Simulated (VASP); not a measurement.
# CrO2 (P-42_1m) in VASP: a series of runs, part 2 of 2

VASP 6.6.1. The steps go on from the part before.

## (4) Single point, LDA+U, collinear spin, ferromagnetic start

File INCAR:

```
PREC = Accurate ; ENCUT = 520
EDIFF = 1E-6 ; ISMEAR = -1
SIGMA = 0.1 ; LREAL = False
LASPH = True ; NELM = 150
ALGO = Normal ; ISIF = 2
LWAVE = False ; LCHARG = False
ISPIN = 2 ; MAGMOM = 3 3 0 0 0 0
LORBIT = 11 ; LMAXMIX = 4
LDAU = True ; LDAUTYPE = 2
LDAUL = 2 -1 ; LDAUU = 6 0
LDAUJ = 0 0 ; LDAUPRINT = 1
GGA = CA ; NBANDS = 37
```

File KPOINTS:

```
regular mesh
0
Gamma
  5 5 7
```

File POSCAR:

```
CrO2
1.0
    4.4713430000      0.0000000000      0.0000000000
    0.0000000000      4.4713430000      0.0000000000
    0.0000000000      0.0000000000      2.9951760000
Cr O
2 4
Direct
    0.0000000000      0.5000000000      0.2384510000
    0.5000000000      0.0000000000      0.7615490000
    0.7017070000      0.2017070000      0.2536240000
    0.2982930000      0.7982930000      0.2536240000
    0.2017070000      0.2982930000      0.7463760000
    0.7982930000      0.7017070000      0.7463760000
```

Potentials or basis: VASP PAW LDA potentials, release 64 (Cr_pv, O).

Started as:

```sh
cat potpaw_LDA.64/Cr_pv/POTCAR potpaw_LDA.64/O/POTCAR > POTCAR
mpirun -np 1 vasp_std > vasp.out
```

OUTCAR:

```text
PREC = Accurate
   ENCUT = 520
   EDIFF = 1E-6
   ISMEAR = -1
   LREAL = False
   LASPH = True
   NELM = 150
   ISIF = 2
   ISPIN = 2
   LORBIT = 11
   GGA = CA

 ion  position               nearest neighbor table
   1  0.000  0.500  0.238-   3 1.89   4 1.89   5 1.95   6 1.95   5 1.99   6 1.99
   2  0.500  0.000  0.762-   5 1.89   6 1.89   3 1.95   4 1.95   3 1.99   4 1.99
   3  0.702  0.202  0.254-   1 1.89   2 1.95   2 1.99
   4  0.298  0.798  0.254-   1 1.89   2 1.95   2 1.99
   5  0.202  0.298  0.746-   2 1.89   1 1.95   1 1.99
   6  0.798  0.702  0.746-   2 1.89   1 1.95   1 1.99

  LATTYP: Found a simple tetragonal cell.
 ALAT       =     4.4713430000
 C/A-ratio  =     0.6698604871

  Lattice vectors:

 A1 = (   4.4713430000,   0.0000000000,   0.0000000000)
 A2 = (   0.0000000000,   4.4713430000,   0.0000000000)
 A3 = (   0.0000000000,   0.0000000000,   2.9951760000)

Analysis of symmetry for initial positions (statically):
=====================================================================
 Subroutine PRICEL returns:
 Original cell was already a primitive cell.

 Routine SETGRP: Setting up the symmetry group for a
 simple tetragonal supercell.

 Subroutine GETGRP returns: Found  8 space group operations
 (whereof  4 operations were pure point group operations)
 out of a pool of 16 trial point group operations.

The static configuration has the point symmetry S_4 .
 The point group associated with its full space group is D_2d.

Analysis of symmetry for dynamics (positions and initial velocities):
=====================================================================
 Subroutine PRICEL returns:
 Original cell was already a primitive cell.

 Routine SETGRP: Setting up the symmetry group for a
 simple tetragonal supercell.

 Subroutine GETGRP returns: Found  8 space group operations
 (whereof  4 operations were pure point group operations)
 out of a pool of 16 trial point group operations.

The dynamic configuration has the point symmetry S_4 .
 The point group associated with its full space group is D_2d.

Analysis of structural, dynamic, and magnetic symmetry:
=====================================================================
 Subroutine PRICEL returns:
 Original cell was already a primitive cell.

 Routine SETGRP: Setting up the symmetry group for a
 simple tetragonal supercell.

 Subroutine GETGRP returns: Found  8 space group operations
 (whereof  4 operations were pure point group operations)
 out of a pool of 16 trial point group operations.

The overall configuration has the point symmetry S_4 .
 The point group associated with its full space group is D_2d.

 Subroutine INISYM returns: Found  8 space group operations
 (whereof  4 operations are pure point group operations),
 and found     1 'primitive' translations
[... 192 lines left out ...]
  0.0000  0.1575  0.0000  0.0888 -0.0000
  0.1079  0.0000  0.1157  0.0000 -0.0000
  0.0000  0.0888  0.0000  0.1575 -0.0000
  0.0000 -0.0000 -0.0000 -0.0000  0.0841

 occupancies and eigenvectors

  o =  0.0469  v =  0.0000  0.0000  0.0000  0.0000  0.0000 -0.5381 -0.0000  0.8429  0.0000  0.0000      0.0000  0.0000  0.0000  0.0000  0.0000  0.0000  0.0000  0.0000  0.0000  0.0000
  o =  0.0687  v =  0.0000  0.0000  0.0000  0.0000  0.0000 -0.0000  0.7071  0.0000 -0.7071 -0.0000      0.0000  0.0000  0.0000  0.0000  0.0000  0.0000  0.0000  0.0000  0.0000  0.0000
  o =  0.0841  v =  0.0000  0.0000  0.0000  0.0000  0.0000  0.0000  0.0000 -0.0000 -0.0000  1.0000      0.0000  0.0000  0.0000  0.0000  0.0000  0.0000  0.0000  0.0000  0.0000  0.0000
  o =  0.2463  v =  0.0000  0.0000  0.0000  0.0000  0.0000  0.0000 -0.7071  0.0000 -0.7071  0.0000      0.0000  0.0000  0.0000  0.0000  0.0000  0.0000  0.0000  0.0000  0.0000  0.0000
  o =  0.2847  v =  0.0000  0.0000  0.0000  0.0000  0.0000 -0.8429 -0.0000 -0.5381 -0.0000  0.0000      0.0000  0.0000  0.0000  0.0000  0.0000  0.0000  0.0000  0.0000  0.0000  0.0000
  o =  0.3775  v =  0.0000 -0.7071  0.0000 -0.7071 -0.0000  0.0000  0.0000  0.0000  0.0000  0.0000      0.0000  0.0000  0.0000  0.0000  0.0000  0.0000  0.0000  0.0000  0.0000  0.0000
  o =  0.4330  v =  0.8271  0.0000  0.5620  0.0000 -0.0000  0.0000  0.0000  0.0000  0.0000  0.0000      0.0000  0.0000  0.0000  0.0000  0.0000  0.0000  0.0000  0.0000  0.0000  0.0000
  o =  0.5161  v = -0.0000 -0.0000 -0.0000  0.0000 -1.0000  0.0000  0.0000  0.0000  0.0000  0.0000      0.0000  0.0000  0.0000  0.0000  0.0000  0.0000  0.0000  0.0000  0.0000  0.0000
  o =  0.9233  v =  0.0000  0.7071 -0.0000 -0.7071 -0.0000  0.0000  0.0000  0.0000  0.0000  0.0000      0.0000  0.0000  0.0000  0.0000  0.0000  0.0000  0.0000  0.0000  0.0000  0.0000
  o =  0.9575  v = -0.5620  0.0000  0.8271 -0.0000  0.0000  0.0000  0.0000  0.0000  0.0000  0.0000      0.0000  0.0000  0.0000  0.0000  0.0000  0.0000  0.0000  0.0000  0.0000  0.0000

 number of electron      48.0000025 magnetization       4.0009065

 Free energy of the ion-electron system (eV)
  ---------------------------------------------------
  ext. energy  EPLUGINS =         0.00000000
  ---------------------------------------------------
  free energy    TOTEN  =       -45.66030432 eV

  energy without entropy =      -45.63003197  energy(sigma->0) =      -45.64516815

 E-fermi :   4.3584     XC(G=0): -12.2248

 val. band max:        4.2813960921   @ k =   0.0000   0.0000   0.2857
 cond. band min:       4.3763223321   @ k =   0.2000   0.0000   0.1429
 fundamental gap:      0.0949262401
 Fermi energy:         4.3584450443

 spin component 1

 k-point     1 :       0.0000    0.0000    0.0000
  band No.  band energies     occupation
      1     -40.0661      1.00000
      2     -40.0661      1.00000
      3     -40.0240      1.00000
      4     -40.0240      1.00000
      5     -39.7516      1.00000
      6     -39.7394      1.00000
[... 925 lines left out ...]
     35      15.7878      0.00000
     36      16.1273      0.00000
 Fermi energy:         4.3584450443

 spin component 2

 k-point     1 :       0.0000    0.0000    0.0000
  band No.  band energies     occupation
      1     -37.7969      1.00000
      2     -37.7969      1.00000
      3     -37.6820      1.00000
      4     -37.6820      1.00000
      5     -37.1750      1.00000
      6     -37.1600      1.00000
[... 925 lines left out ...]
     35      15.8803      0.00000
     36      16.1830      0.00000
 [bands above 36 left out]

------------------------ aborting loop because EDIFF is reached ----------------------------------------

  FORCE on cell =-STRESS in cart. coord.  units (eV):
  Direction    XX          YY          ZZ          XY          YZ          ZX
  --------------------------------------------------------------------------------------
  -------------------------------------------------------------------------------------
  Total       -3.5511931     -3.5511931     -4.5103846      0.0000000      0.0000000      0.0000000
  in kB      -95.0137707    -95.0137707   -120.6773703      0.0000000      0.0000000      0.0000000
  external PRESSURE =    -103.5683039 kB  Pullay stress =       0.0000000 kB

 VOLUME and BASIS-vectors are now :
 -----------------------------------------------------------------------------
  energy-cutoff  :      520.00
  volume of cell :       59.88
      direct lattice vectors                 reciprocal lattice vectors
     4.471343000  0.000000000  0.000000000     0.223646453  0.000000000  0.000000000
     0.000000000  4.471343000  0.000000000     0.000000000  0.223646453  0.000000000
     0.000000000  0.000000000  2.995176000     0.000000000  0.000000000  0.333870197

 POSITION                                       TOTAL-FORCE (eV/Angst)
 -----------------------------------------------------------------------------------
      0.00000      2.23567      0.71420         0.000000      0.000000      0.343945
      2.23567      0.00000      2.28097        -0.000000      0.000000     -0.343945
      3.13757      0.90190      0.75965        -0.255219     -0.255219     -0.018101
      1.33377      3.56944      0.75965         0.255219      0.255219     -0.018101
      0.90190      1.33377      2.23553        -0.255219      0.255219      0.018101
      3.56944      3.13757      2.23553         0.255219     -0.255219      0.018101
 -----------------------------------------------------------------------------------
    total drift:                                0.000000      0.000000     -0.000000

  FREE ENERGIE OF THE ION-ELECTRON SYSTEM (eV)
  ---------------------------------------------------
  free  energy   TOTEN  =       -45.6603043171 eV

  energy  without entropy=      -45.6300319735  energy(sigma->0) =      -45.64516815

 total charge

# of ion       s       p       d       tot
------------------------------------------
    1        0.355   6.439   3.904  10.698
    2        0.355   6.439   3.904  10.698
    3        1.557   3.434   0.000   4.991
    4        1.557   3.434   0.000   4.991
    5        1.557   3.434   0.000   4.991
    6        1.557   3.434   0.000   4.991
--------------------------------------------------
tot          6.939  26.613   7.809  41.360

 magnetization (x)

# of ion       s       p       d       tot
------------------------------------------
    1        0.032   0.028   2.472   2.532
    2        0.032   0.028   2.472   2.532
    3       -0.008  -0.243   0.000  -0.251
    4       -0.008  -0.243   0.000  -0.251
    5       -0.008  -0.243   0.000  -0.251
    6       -0.008  -0.243   0.000  -0.251
--------------------------------------------------
tot          0.032  -0.916   4.944   4.061
```

Run time: 1.8 min. Hardware: 1 thread of Intel Xeon Platinum 8259CL at 2.50GHz (Skylake/Cascade Lake), shared host; peak memory 0.2 GiB.

What came out:

| Quantity | Value |
| --- | --- |
| Free energy | -45.6603 eV |
| Pressure | -10.4 GPa |
| Largest force | 0.361 eV/Å |
| Band gap on the k mesh | zero (filled and empty bands overlap) |
| Net moment | 4.00 μB per cell |
| Site moments | Cr +2.53; O -0.25 μB |
| Valence electrons inside the program's atomic spheres | Cr 10.70; O 4.99 |

Forces in eV/Å, atoms in the order of the input:
```
Cr   0.000  0.000  0.344
Cr   0.000  0.000 -0.344
O   -0.255 -0.255 -0.018
O    0.255  0.255 -0.018
O   -0.255  0.255  0.018
O    0.255 -0.255  0.018
```

Stress tensor (GPa, compression positive):
```
 -9.50   0.00   0.00
  0.00  -9.50   0.00
  0.00   0.00 -12.07
```

Eigenvalues of the final occupation matrices:
| site | spin | trace | eigenvalues |
| --- | --- | --- | --- |
| site 1 d | 1 | 3.21 | 0.38 0.43 0.52 0.92 0.96 |
| site 1 d | 2 | 0.73 | 0.05 0.07 0.08 0.25 0.28 |
| site 2 d | 1 | 3.21 | 0.38 0.43 0.52 0.92 0.96 |
| site 2 d | 2 | 0.73 | 0.05 0.07 0.08 0.25 0.28 |

Caveat: the cell stands under tension; the run started ferromagnetic, and an antiferromagnetic order may lie lower in energy.

The gap in the log of VASP goes by the Fermi energy; the results here count the filled bands.